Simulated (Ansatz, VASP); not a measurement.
## One calculation of ZnO, two programs

```xyz
4
Lattice="3.2305 0.0000 0.0000 -1.6152 2.7977 0.0000 0.0000 0.0000 5.1098" Properties=species:S:1:pos:R:3 pbc="T T T"
Zn    1.6152    0.9326    2.5440
Zn    0.0000    1.8651   -0.0109
O     1.6152    0.9326    4.5091
O     0.0000    1.8651    1.9542
```

Alike in both runs: task single point; functional PBEsol; k mesh 12 × 12 × 6; occupations gaussian, width 0.02 eV; no spin polarisation.

|  | VASP | Ansatz |
| --- | --- | --- |
| version | VASP 6.6.1 | Ansatz 0.2.0 |
| potentials or method | VASP PAW PBE potentials, release 64 (Zn, O), cutoff 520 eV | scalar-relativistic, plane waves, PAW |
| valence electrons in the cell | 36 | 36 |

Ansatz gave:

* gap on the k mesh at the Fermi level (eV): 0.76
* least direct gap on the mesh (eV): 0.76
* pressure (GPa): 3.0
* traceless stress, the component that is largest in VASP (GPa): 1.31

Problem. What did VASP give for the same quantities?

Solution. gap on the k mesh at the Fermi level (eV): 0.74; least direct gap on the mesh (eV): 0.74; pressure (GPa): 4.0; traceless stress, the component that is largest in VASP (GPa): 1.31.

VASP's potentials were made for PBE, not for PBEsol. The functional is the same, so the differences come from potentials, cutoffs and numerics.
